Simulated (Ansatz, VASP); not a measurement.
## One calculation of Zr, two programs

The input INCAR:

```
SYSTEM = Zr
  PREC = Accurate
  ENCUT = 520
  EDIFF = 1E-7
  ISMEAR = -1
  SIGMA = 0.1
  LREAL = .False.
  LASPH = .True.
  NELM = 60
  ALGO = Normal
  ISIF = 2
  LWAVE = .False.
  LCHARG = .False.
  GGA = RE
  NBANDS = 25
```

KPOINTS

```
Automatic mesh
0
Gamma
  8 8 11
  0 0 0
```

File POSCAR:

```
Zr
1.0
    5.1438713943      0.0000000000      0.0000000000
   -2.5719356972      4.4547233013      0.0000000000
    0.0000000000      0.0000000000      3.2031389905
Zr
3
Direct
    1.0000000000      0.0000000000      1.0000000000
    0.3333333333      0.6666666667      0.5000000000
    0.6666666667      0.3333333333      0.5000000000
```

Input for Ansatz:

```yaml
crystal:
  lattice:
    - [5.1438713943, 0.0, 0.0]
    - [-2.5719356972, 4.4547233013, 0.0]
    - [0.0, 0.0, 3.2031389905]
  atoms:
    - { symbol: Zr, position: [1.0, 0.0, 1.0] }
    - { symbol: Zr, position: [0.3333333333, 0.6666666667, 0.5] }
    - { symbol: Zr, position: [0.6666666667, 0.3333333333, 0.5] }
hamiltonian:
  xc: revpbe
  pseudopotentials:
    kind: paw
    azcp:
      Zr: "pseudopotentials/Zr.paw.azcp"
basis:
  ecutwfc: 420
  fft_grid_basis: typed
kpoints:
  mp_grid: { grid: [8, 8, 11], shift: [0, 0, 0] }
magnetization:
  spin_polarized: false
scf:
  occupations: { method: fermi_dirac, width: 0.1 }
  lower_state_search: "off"
output:
  stress: true
```

Alike in both runs: task single point; functional revPBE; k mesh 8 × 8 × 11; occupations fermi-dirac, width 0.1 eV; no spin polarisation.

```csv
,VASP,Ansatz
version,VASP 6.6.1,Ansatz 0.2.0
potentials or method,"VASP PAW PBE potentials, release 64 (Zr_sv), cutoff 520 eV","plane waves (420 eV) with PAW, scalar-relativistic"
valence electrons in the cell,36,36
```

|  | VASP | Ansatz | Ansatz less VASP |
| --- | --- | --- | --- |
| pressure (GPa) | -3.3 | -3.3 | 0.00 |
| traceless stress, the component that is largest in VASP (GPa) | -0.06 | -0.06 | +0.008 |

VASP's potentials were made for PBE, not for revPBE. The functional is the same, so the differences come from potentials, cutoffs and numerics.
